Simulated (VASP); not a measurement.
## LiCl: single point with PBE

Crystal: LiCl.

```
Li Cl
1.0
     0.00000    2.55603    2.55603
     2.55603    0.00000    2.55603
     2.55603    2.55603    0.00000
Li Cl
1 1
Direct
  0.00000 0.00000 0.00000
  0.50000 0.50000 0.50000
```

- Program: VASP 6.6.1
- Task: single point
- Functional: PBE
- Potentials or basis: VASP PAW PBE potentials, release 64 (Li_sv, Cl)
- Cutoff: 520 eV
- k mesh: 6 × 6 × 6
- Occupations: gaussian, width 0.01 eV
- Spin: no spin polarisation
- Dipole correction: no
- Further INCAR settings: ALGO = Normal; EDIFF = 1e-07; NBANDS = 12

| Item | Value |
| --- | --- |
| Band gap on the k mesh | 6.40 eV, direct |

Levels at points of the mesh, in eV from the valence-band top:
```
           k point  band 2  band 3  band 4  band 5  band 6  band 7  band 8  band 9
(0.00, 0.00, 0.00)  -13.43    0.00    0.00    0.00    6.40   11.95   11.95   11.95
(0.50, 0.00, 0.00)  -12.85   -2.85   -0.26   -0.26    6.77    9.51    9.51   13.08
(0.50, 0.50, 0.00)  -12.60   -2.94   -1.12   -1.12    7.91    8.28   12.53   14.20
```

Wall time 5 s on 1 thread of AMD EPYC 9R45 96-Core Processor (Zen 5) (shared host), peak memory 0.12 GiB.

 A k mesh can miss the band edges.
